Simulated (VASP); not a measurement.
# ScAl3N4 (Pmn2_1) in VASP: further runs, part 2 of 2

VASP 6.6.1. Earlier steps stand in the parts before.

## (3) Relaxation of shape and atoms at fixed volume, PBE (12.66 Å³/atom)

This run uses another cell than the first one, of 12.66 Å³/atom.

The input, INCAR:

```
SYSTEM = ScAl3N4
PREC = Accurate ; ENCUT = 600
EDIFF = 1E-7 ; ISMEAR = 0
SIGMA = 0.02 ; LREAL = Auto
LASPH = .TRUE. ; NELM = 100
ALGO = Normal ; ISIF = 4
LWAVE = .FALSE. ; LCHARG = .FALSE.
GGA = PE ; IBRION = 2
NSW = 50 ; EDIFFG = -0.01
```

The input, KPOINTS:

```
regular mesh
0
G
  4 4 6
  0 0 0
```

The input, POSCAR:

```
ScAl3N4
1.0
    6.6764522633      0.0000000000      0.0000000000
    0.0000000000      5.7792608514      0.0000000000
    0.0000000000      0.0000000000      5.2513211033
Sc Al N
2 6 8
Direct
    0.0000000000      0.8366824415      0.9921729597
    0.5000000000      0.1633175585      0.4921729597
    0.0000000000      0.1795421331      0.5056948021
    0.5000000000      0.8204578669      0.0056948021
    0.2499856585      0.3382007513      0.0056786776
    0.7499856585      0.6617992487      0.5056786776
    0.2500143415      0.6617992487      0.5056786776
    0.7500143415      0.3382007513      0.0056786776
    0.0000000000      0.1950166116      0.8802016387
    0.0000000000      0.8412344255      0.4168379019
    0.2345220714      0.3438941621      0.3793676712
    0.7654779286      0.3438941621      0.3793676712
    0.5000000000      0.8049833884      0.3802016387
    0.5000000000      0.1587655745      0.9168379019
    0.7345220714      0.6561058379      0.8793676712
    0.2654779286      0.6561058379      0.8793676712
```

Potentials or basis: VASP PAW PBE potentials, release 64 (Sc_sv, Al, N).

The run is started by

```
$ cat potpaw_PBE.64/Sc_sv/POTCAR potpaw_PBE.64/Al/POTCAR potpaw_PBE.64/N/POTCAR > POTCAR
$ mpirun -np 1 vasp_std > vasp.out
```

OUTCAR:

```text
SYSTEM = ScAl3N4
   PREC = Accurate
   ENCUT = 600
   EDIFF = 1E-7
   ISMEAR = 0
   LREAL = Auto
   LASPH = .TRUE.
   NELM = 100
   ISIF = 4
   GGA = PE
   IBRION = 2
   NSW = 50
   EDIFFG = -0.01

 ion  position               nearest neighbor table
   1  0.000  0.837  0.992-  15 2.14  16 2.14   9 2.15  10 2.23   6 3.21   7 3.21   3 3.23   7 3.33
                             6 3.33   5 3.33   8 3.33   4 3.34   4 3.34   8 3.35   5 3.35   3 3.35
   2  0.500  0.163  0.492-  11 2.14  12 2.14  13 2.15  14 2.23   5 3.21   8 3.21   4 3.23   8 3.33
                             5 3.33   7 3.33   6 3.33   3 3.34   3 3.34   7 3.35   6 3.35   4 3.35
   3  0.000  0.180  0.506-  11 1.95  12 1.95   9 1.97  10 2.01   1 3.23   5 3.24   8 3.24   5 3.24
                             8 3.24   7 3.25   6 3.25   2 3.34   2 3.34   1 3.35
   4  0.500  0.820  0.006-  15 1.95  16 1.95  13 1.97  14 2.01   2 3.23   6 3.24   7 3.24   6 3.24
                             7 3.24   5 3.25   8 3.25   1 3.34   1 3.34   2 3.35
   5  0.250  0.338  0.006-  16 1.96  11 1.97   9 1.98  14 2.02   2 3.21   7 3.22   7 3.22   3 3.24
                             3 3.24   4 3.25   2 3.33   1 3.33   8 3.34   8 3.34   1 3.35
   6  0.750  0.662  0.506-  12 1.96  15 1.97  13 1.98  10 2.02   1 3.21   8 3.22   8 3.22   4 3.24
                             4 3.24   3 3.25   1 3.33   2 3.33   7 3.34   7 3.34   2 3.35
   7  0.250  0.662  0.506-  11 1.96  16 1.97  13 1.98  10 2.02   1 3.21   5 3.22   5 3.22   4 3.24
                             4 3.24   3 3.25   1 3.33   2 3.33   6 3.34   6 3.34   2 3.35
   8  0.750  0.338  0.006-  15 1.96  12 1.97   9 1.98  14 2.02   2 3.21   6 3.22   6 3.22   3 3.24
                             3 3.24   4 3.25   2 3.33   1 3.33   5 3.34   5 3.34   1 3.35
   9  0.000  0.195  0.880-   3 1.97   5 1.98   8 1.98   1 2.15
  10  0.000  0.841  0.417-   3 2.01   6 2.02   7 2.02   1 2.23
  11  0.235  0.344  0.379-   3 1.95   7 1.96   5 1.97   2 2.14
[... 422 lines left out ...]

 number of electron      80.0000000 magnetization

 Free energy of the ion-electron system (eV)
  ---------------------------------------------------
  ext. energy  EPLUGINS =         0.00000000
  ---------------------------------------------------
  free energy    TOTEN  =      -123.67607834 eV

  energy without entropy =     -123.67607834  energy(sigma->0) =     -123.67607834

 E-fermi :   4.2935     XC(G=0): -10.3327

 val. band max:        4.1213383635   @ k =   0.2500   0.0000   0.0000
 cond. band min:       7.3187454970   @ k =   0.0000   0.0000   0.0000
 fundamental gap:      3.1974071335
 Fermi energy:         4.2935261596

 k-point     1 :       0.0000    0.0000    0.0000
  band No.  band energies     occupation
      1     -43.4487      2.00000
      2     -43.4484      2.00000
      3     -22.1358      2.00000
      4     -22.1327      2.00000
      5     -22.1298      2.00000
      6     -22.1296      2.00000
[... 1237 lines left out ...]
     48       9.1290      0.00000
     49       9.5952      0.00000

 [... further k-points ...]

------------------------ aborting loop because EDIFF is reached ----------------------------------------

  FORCE on cell =-STRESS in cart. coord.  units (eV):
  Direction    XX          YY          ZZ          XY          YZ          ZX
  --------------------------------------------------------------------------------------
  -------------------------------------------------------------------------------------
  Total      -17.7575531    -17.7195068    -17.6542834      0.0000000      0.0000000      0.0000000
  in kB     -140.4129242   -140.1120836   -139.5963478      0.0000000      0.0000000      0.0000000
  external PRESSURE =    -140.0404519 kB  Pullay stress =       0.0000000 kB
[... 31 lines left out ...]
  FREE ENERGIE OF THE ION-ELECTRON SYSTEM (eV)
  ---------------------------------------------------
  free  energy   TOTEN  =      -123.6760783354 eV

  energy  without entropy=     -123.6760783354  energy(sigma->0) =     -123.67607834

 reached required accuracy - stopping structural energy minimisation
```

OSZICAR:

```text
N       E                     dE             d eps       ncg     rms          rms(c)
DAV:   1     0.109494975582E+04    0.10949E+04   -0.37105E+04  3528   0.174E+03
DAV:   2     0.106489003439E+03   -0.98846E+03   -0.96362E+03  3680   0.519E+02
DAV:   3    -0.127177263574E+03   -0.23367E+03   -0.22253E+03  5621   0.209E+02
[... 45 lines left out ...]
DAV:   1    -0.123676070829E+03    0.22053E-05   -0.19931E-03  3866   0.381E-01    0.108E-02
DAV:   2    -0.123676078879E+03   -0.80496E-05   -0.10303E-04  4886   0.697E-02    0.749E-03
DAV:   3    -0.123676078653E+03    0.22571E-06   -0.36551E-06  5120   0.137E-02    0.464E-03
DAV:   4    -0.123676078355E+03    0.29762E-06   -0.13077E-06  4784   0.685E-03    0.141E-03
DAV:   5    -0.123676078335E+03    0.19958E-07   -0.24086E-07  2975   0.365E-03
   5 F= -.12367608E+03 E0= -.12367608E+03  d E =-.198100E-03
```

Run time: 48 min. Hardware: 1 thread of Oxide Virtual Turin-like, shared host; peak memory 0.48 GiB.

What came out:

```yaml
Free_energy: -123.6761 eV
Energy_gained_by_relaxing: 0.1 meV/atom
Ionic_steps: 5
Pressure_after_relaxing: -14.0 GPa
Largest_force_after_relaxing: 0.009 eV/Å
Band_gap_on_the_k_mesh: 3.20 eV (least direct gap 3.20 eV)
```

Forces in eV/Å, atoms in the order of the input:
```
Sc   0.000 -0.002  0.009
Sc   0.000  0.002  0.009
Al   0.000  0.002 -0.005
Al   0.000 -0.002 -0.005
Al   0.005  0.001 -0.002
Al   0.005 -0.001 -0.002
Al  -0.005 -0.001 -0.002
Al  -0.005  0.001 -0.002
N    0.000 -0.001 -0.001
N    0.000  0.008 -0.001
N    0.004 -0.006  0.001
N   -0.004 -0.006  0.001
N    0.000  0.001 -0.001
N    0.000 -0.008 -0.001
N    0.004  0.006  0.001
N   -0.004  0.006  0.001
```

Step by step:
```tsv
step	energy change (eV)	largest force (eV/Å)	pressure (GPa)	volume (Å³)
1	0.0000	0.0707	-14.06	202.62
2	-0.0014	0.0238	-14.02	202.62
3	-0.0015	0.0244	-14.01	202.62
4	-0.0017	0.0111	-14.00	202.62
5	-0.0017	0.0095	-14.00	202.62
```

Final structure:
```
CELL_PARAMETERS angstrom
6.67105 0.00000 0.00000
0.00000 5.77374 0.00000
0.00000 0.00000 5.26059
ATOMIC_POSITIONS crystal
Sc 0.00000 0.83671 0.99231
Sc 0.50000 0.16329 0.49231
Al 0.00000 0.18022 0.50618
Al 0.50000 0.81978 0.00618
Al 0.24971 0.33856 0.00635
Al 0.74971 0.66144 0.50635
Al 0.25029 0.66144 0.50635
Al 0.75029 0.33856 0.00635
N 0.00000 0.19523 0.87952
N 0.00000 0.84114 0.41661
N 0.23432 0.34413 0.37885
N 0.76568 0.34413 0.37885
N 0.50000 0.80476 0.37952
N 0.50000 0.15886 0.91661
N 0.73432 0.65587 0.87885
N 0.26568 0.65587 0.87885
```

## (4) Relaxation of cell and atoms, PBE

The input, INCAR:

```
SYSTEM = ScAl3N4
  PREC = Accurate
  ENCUT = 600
  EDIFF = 1E-7
  ISMEAR = 0
  SIGMA = 0.01
  LREAL = Auto
  LASPH = .TRUE.
  NELM = 80
  ALGO = Normal
  ISIF = 3
  LWAVE = .FALSE.
  LCHARG = .FALSE.
  GGA = PE
  IBRION = 2
  NSW = 80
  EDIFFG = -0.001
```

KPOINTS is that of step 3.

The input, POSCAR:

```
ScAl3N4
1.0
    6.4831549946      0.0000000000      0.0000000000
    0.0000000000      5.6099080262      0.0000000000
    0.0000000000      0.0000000000      5.0646774199
Sc Al N
2 6 8
Direct
    0.0000000000      0.8365687316      0.9908247980
    0.5000000000      0.1634312684      0.4908247980
    0.0000000000      0.1787810440      0.5048895718
    0.5000000000      0.8212189560      0.0048895718
    0.2502942939      0.3377761374      0.0045113991
    0.7502942939      0.6622238626      0.5045113991
    0.2497057061      0.6622238626      0.5045113991
    0.7497057061      0.3377761374      0.0045113991
    0.0000000000      0.1956394809      0.8813122387
    0.0000000000      0.8413794403      0.4186452480
    0.2341348432      0.3439906215      0.3801526727
    0.7658651568      0.3439906215      0.3801526727
    0.5000000000      0.8043605191      0.3813122387
    0.5000000000      0.1586205597      0.9186452480
    0.7341348432      0.6560093785      0.8801526727
    0.2658651568      0.6560093785      0.8801526727
```

The run is started by

```
$ cat potpaw_PBE.64/Sc_sv/POTCAR potpaw_PBE.64/Al/POTCAR potpaw_PBE.64/N/POTCAR > POTCAR
$ mpirun -np 1 vasp_std > vasp.out
```

Wall time 1.5 h (1 thread of Oxide Virtual Turin-like, shared host); peak memory 0.45 GiB.

The run converged. Its results:

```
Free energy                           : -124.5267 eV
Relaxed volume                        : 11.51 Å³/atom
Relaxed cell                          : a = 6.482 Å, b = 5.609 Å, c = 5.065 Å, α = 90.00°, β = 90.00°, γ = 90.00°
Space group after relaxing (to 0.1 Å) : Pmn2_1 (No. 31)
Energy gained by relaxing             : 0.0 meV/atom
Ionic steps                           : 14
Pressure after relaxing               : 0.0 GPa
Band gap on the k mesh                : 3.67 eV
```

Step by step:
```tsv
step	energy change (eV)	largest force (eV/Å)	pressure (GPa)	volume (Å³)
1	0.0000	0.0646	-0.04	184.20
2	-0.0007	0.0212	0.01	184.13
3	-0.0007	0.0203	0.01	184.13
4	-0.0008	0.0060	0.00	184.15
5	-0.0008	0.0070	0.00	184.15
6	-0.0008	0.0073	-0.01	184.15
7	-0.0008	0.0021	0.00	184.15
8	-0.0008	0.0024	0.00	184.15
9	-0.0008	0.0018	0.00	184.15
10	-0.0008	0.0019	0.00	184.15
11	-0.0008	0.0019	0.00	184.15
12	-0.0008	0.0012	0.00	184.15
13	-0.0008	0.0014	0.00	184.15
14	-0.0008	0.0009	0.00	184.15
```

Final structure:
```yaml
crystal:
  lattice:
    - [6.48240, 0.00000, 0.00000]
    - [0.00000, 5.60850, 0.00000]
    - [0.00000, 0.00000, 5.06504]
  atoms:
    - { symbol: Sc, position: [0.00000, 0.83660, 0.99074] }
    - { symbol: Sc, position: [0.50000, 0.16340, 0.49074] }
    - { symbol: Al, position: [0.00000, 0.17891, 0.50494] }
    - { symbol: Al, position: [0.50000, 0.82109, 0.00494] }
    - { symbol: Al, position: [0.25032, 0.33785, 0.00455] }
    - { symbol: Al, position: [0.75032, 0.66215, 0.50455] }
    - { symbol: Al, position: [0.24968, 0.66215, 0.50455] }
    - { symbol: Al, position: [0.74968, 0.33785, 0.00455] }
    - { symbol: N, position: [0.00000, 0.19625, 0.88110] }
    - { symbol: N, position: [0.00000, 0.84148, 0.41935] }
    - { symbol: N, position: [0.23373, 0.34423, 0.37989] }
    - { symbol: N, position: [0.76627, 0.34423, 0.37989] }
    - { symbol: N, position: [0.50000, 0.80375, 0.38110] }
    - { symbol: N, position: [0.50000, 0.15852, 0.91935] }
    - { symbol: N, position: [0.73373, 0.65577, 0.87989] }
    - { symbol: N, position: [0.26627, 0.65577, 0.87989] }
```

Levels at points of the mesh, in eV from the valence-band top:
```csv
k point,band 36,band 37,band 38,band 39,band 40,band 41,band 42,band 43,band 44,band 45
"(0.00, 0.00, 0.00)",-0.56,-0.51,-0.48,-0.27,0.00,3.67,4.12,4.12,4.13,4.72
"(0.50, 0.00, 0.00)",-0.64,-0.45,-0.45,-0.07,-0.07,3.92,3.92,4.81,4.81,5.08
"(0.00, 0.50, 0.00)",-0.41,-0.29,-0.28,-0.22,-0.07,3.99,4.30,4.34,4.45,4.60
"(0.50, 0.50, 0.00)",-0.57,-0.26,-0.26,-0.12,-0.12,4.30,4.30,4.68,4.68,4.85
"(0.00, 0.00, 0.50)",-0.61,-0.45,-0.45,-0.40,-0.40,4.26,4.26,4.76,4.76,4.89
"(0.50, 0.00, 0.50)",-0.64,-0.49,-0.49,-0.19,-0.19,4.62,4.62,4.87,4.87,5.03
"(0.00, 0.50, 0.50)",-0.79,-0.54,-0.54,-0.32,-0.32,4.57,4.57,4.78,4.78,4.88
"(0.50, 0.50, 0.50)",-0.76,-0.36,-0.36,-0.22,-0.22,4.59,4.59,4.78,4.78,4.99
```

A k mesh can miss the band edges.

## (5) The runs side by side

```csv
task,cell,smearing,gap on the mesh (eV),pressure (GPa),relaxed volume (Å³/atom),largest force (eV/Å)
relaxation of cell and atoms,"relaxed from a = 6.478, b = 5.613, c = 5.066 Å, 16 atoms, atomic positions A",gaussian 0.02 eV,3.67,0.0,11.51,0.01
relaxation of shape and atoms at fixed volume,"relaxed from a = 6.676, b = 5.779, c = 5.251 Å, 16 atoms, atomic positions B",gaussian 0.02 eV,3.20,-14.0,-,0.01
relaxation of cell and atoms,"relaxed from a = 6.483, b = 5.610, c = 5.065 Å, 16 atoms, atomic positions C",gaussian 0.01 eV,3.67,0.0,11.51,-
```

Alike in all rows: level PBE; potentials or basis VASP PAW PBE potentials, release 64 (Sc_sv, Al, N); no spin polarisation; k mesh 4 × 4 × 6; cutoff (eV) 600.

Total energies depend on the potentials used, so only differences within one code and one set of settings carry meaning.
